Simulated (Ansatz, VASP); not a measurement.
Given: the input of a run of VASP 6.6.1 on SiO2.

The input INCAR:

```
SYSTEM = SiO2
PREC     = Accurate       ! precision mode
ENCUT    = 520            ! plane-wave cutoff, eV
EDIFF    = 1E-8           ! SCF threshold, eV
ISMEAR   = -1             ! smearing method
SIGMA    = 0.05           ! smearing width, eV
LREAL    = .False.        ! projectors in reciprocal space
LASPH    = .True.         ! aspherical terms in the spheres
NELM     = 100            ! most SCF steps
ALGO     = Normal         ! electronic algorithm
ISIF     = 2              ! what is computed and relaxed
LWAVE    = .False.        ! write WAVECAR
LCHARG   = .False.        ! write CHGCAR
GGA      = PE             ! functional
LEFG     = .True.       
NBANDS   = 44             ! bands
```

The input KPOINTS:

```
regular mesh
0
Gamma
  6 6 6
  0 0 0
```

File POSCAR:

```
SiO2
1.0
   -4.4720405200      4.4720405200      2.6117703500
    4.4720405200     -4.4720405200      2.6117703500
    4.4720405200      4.4720405200     -2.6117703500
Si O
4 8
Direct
    0.8231114200      0.8231114200      0.6462228400
    0.1768885800      0.8231114200      0.0000000000
    0.8231114200      0.1768885800      0.0000000000
    0.1768885800      0.1768885800      0.3537771600
    0.0000000000      0.7914513400      0.7914513400
    0.2085486600      0.0000000000      0.2085486600
    0.7914513400      0.0000000000      0.7914513400
    0.0000000000      0.2085486600      0.2085486600
    0.0000000000      0.0000000000      0.5000000000
    0.5000000000      0.0000000000      0.0000000000
    0.0000000000      0.5000000000      0.0000000000
    0.5000000000      0.5000000000      0.5000000000
```

Potentials or basis: VASP PAW PBE potentials, release 64 (Si, O).

The run is started by

```sh
$ cat potpaw_PBE.64/Si/POTCAR potpaw_PBE.64/O/POTCAR > POTCAR
$ mpirun -np 1 vasp_std > vasp.out
```

**Question.** Translate it to Ansatz 0.2.0. Potentials there: all-electron PAW datasets made for the crystal.

**Answer.** As run (the cutoff follows the program's own potentials):

input.yaml

```yaml
crystal:
  lattice:
    - [-4.47204052, 4.47204052, 2.61177035]
    - [4.47204052, -4.47204052, 2.61177035]
    - [4.47204052, 4.47204052, -2.61177035]
  atoms:
    - { symbol: Si, position: [0.82311142, 0.82311142, 0.64622284] }
    - { symbol: Si, position: [0.17688858, 0.82311142, 0.0] }
    - { symbol: Si, position: [0.82311142, 0.17688858, 0.0] }
    - { symbol: Si, position: [0.17688858, 0.17688858, 0.35377716] }
    - { symbol: O, position: [0.0, 0.79145134, 0.79145134] }
    - { symbol: O, position: [0.20854866, 0.0, 0.20854866] }
    - { symbol: O, position: [0.79145134, 0.0, 0.79145134] }
    - { symbol: O, position: [0.0, 0.20854866, 0.20854866] }
    - { symbol: O, position: [0.0, 0.0, 0.5] }
    - { symbol: O, position: [0.5, 0.0, 0.0] }
    - { symbol: O, position: [0.0, 0.5, 0.0] }
    - { symbol: O, position: [0.5, 0.5, 0.5] }
kpoints:
  mp_grid: { grid: [6, 6, 6] }
scf:
  occupations: { method: fermi_dirac, width: 0.05 }
hamiltonian:
  xc: pbe
  pseudopotentials: { kind: all_electron, datasets: crystal }
output:
  forces: true
  stress: true
  eigenvalues: true
  efg: {}
```

Potentials or basis: all-electron PAW datasets made for the crystal.

Launch:

```console
$ ansatz run input.yaml --threads 8 --pin off --max-ram 24576MiB --backend cpu --events-out ev --progress --plain --runs-dir out
```

Both were run:

|  | VASP | Ansatz | Ansatz less VASP |
| --- | --- | --- | --- |
| gap on the k mesh at the Fermi level (eV) | 5.45 | 5.46 | +0.008 |
| least direct gap on the mesh (eV) | 5.46 | 5.47 | +0.007 |
| pressure (GPa) | 3.7 | 3.7 | -0.06 |
| traceless stress, the component that is largest in VASP (GPa) | 0.13 | 0.15 | +0.018 |
| rms of the force components (eV/Å) | 0.068 | 0.074 | +0.0055 |
| size of Vzz on the site where it differs most (V/Å²) | 97.7 | 99.9 | +2.18 |

Atom by atom the forces differ by 0.011 eV/Å (rms over components). Ansatz ran all-electron here, and VASP with PAW potentials.
